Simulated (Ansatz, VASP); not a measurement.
# BeTe: VASP beside Ansatz

```
Be Te
1.0
     0.00000    2.82848    2.82848
     2.82848    0.00000    2.82848
     2.82848    2.82848    0.00000
Be Te
1 1
Direct
  0.00000 0.00000 0.00000
  0.75000 0.75000 0.75000
```

Alike in both runs: functional r2SCAN; k mesh 8 × 8 × 8; occupations methfessel-paxton of order 1, width 0.05 eV; no spin polarisation.

Ansatz relaxed the structure, and its values are those at the end. VASP's run is a single point on that final structure, the one shown.

```csv
,VASP,Ansatz
version,VASP 6.6.1,Ansatz 0.2.0
potentials or method,"VASP PAW PBE potentials, release 64 (Be, Te)","PAW with Ansatz's default frozen-core files, scalar-relativistic"
plane-wave cutoff (eV),520,500
valence electrons in the cell,8,18
```

VASP gave:

| Item | Value |
| --- | --- |
| gap on the k mesh at the Fermi level (eV) | 2.37 |
| pressure (GPa) | 0.2 |

Which values does Ansatz return?

gap on the k mesh at the Fermi level (eV): 2.37; pressure (GPa): 0.0.

VASP's potentials were made for PBE, not for r2SCAN. With one functional, cell and mesh, what is left measures potentials, basis and numerics. VASP's potentials hold 8 valence electrons a cell and Ansatz's 18, so a difference there can come from the potentials and not from the codes. Ansatz's warnings: end state compared.

Spin-orbit coupling is off throughout.
